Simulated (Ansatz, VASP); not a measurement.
# TaN in VASP and in Ansatz

```
CELL_PARAMETERS angstrom
0.00000 2.13490 2.13490
2.13490 0.00000 2.13490
2.13490 2.13490 0.00000
ATOMIC_POSITIONS crystal
Ta 0.50000 0.50000 0.50000
N 0.00000 0.00000 0.00000
```

Change from the starting cell: volume scaled by 0.9405, crystal datasets.

Alike in both runs: task electric field gradients; functional PBE; k mesh 9 × 9 × 9; occupations fermi-dirac, width 0.02 eV; no spin polarisation.

|  | VASP | Ansatz |
| --- | --- | --- |
| version | VASP 6.6.1 | Ansatz 0.2.0 |
| potentials or method | VASP PAW PBE potentials, release 64 (Ta_pv, N), cutoff 520 eV | all-electron PAW with datasets made for the crystal, scalar-relativistic |

Ansatz gave:

* pressure (GPa): 41.7

Problem. Estimate VASP's values.

Solution. Pressure (GPa): 43.2.

Both programs put the cell under a high pressure, so it lies far from rest at this level. Ansatz ran all-electron here, and VASP with PAW potentials.

Neither program's run includes spin-orbit coupling.
